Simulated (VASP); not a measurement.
Au, 2 atoms in the cell. Symmetry: P6_3/mmc, No. 194, hexagonal system. Conventional cell: a = 2.386 Å, b = 2.386 Å, c = 4.008 Å, α = 90.00°, β = 90.00°, γ = 120.00°. Within 3.2 Å of Au (site symmetry -6m2) lie 12 Au at 2.39 to 2.43 Å. 

| Quantity | Value |
| --- | --- |
| Program | VASP 6.6.1 |
| Task | relaxation of shape and atoms at fixed volume |
| Functional | PBEsol |
| Potentials or basis | VASP PAW PBE potentials, release 64 (Au) |
| Cutoff | 600 eV |
| k mesh | 15 × 15 × 8 |
| Occupations | fermi-dirac, width 0.05 eV |
| Spin | no spin polarisation |
| Dipole correction | no |
| Further INCAR settings | ALGO = Normal; EDIFF = 1e-07; IBRION = 2; EDIFFG = -0.005; NSW = 50; ISIF = 4 |

Potentials or basis: VASP PAW PBE potentials, release 64 (Au).

Run with:

```console
$ cat potpaw_PBE.64/Au/POTCAR > POTCAR
$ mpirun -np 1 vasp_std > vasp.out
```

Hardware: 1 thread of AMD EPYC 7571, with other jobs on the host.

**Question.** Estimate the wall time of this run.

**Answer.** Wall time 2.9 min on 1 thread of AMD EPYC 7571 (shared host), peak memory 0.13 GiB. Counts: scf iterations 32, k points 135, ion steps 4.
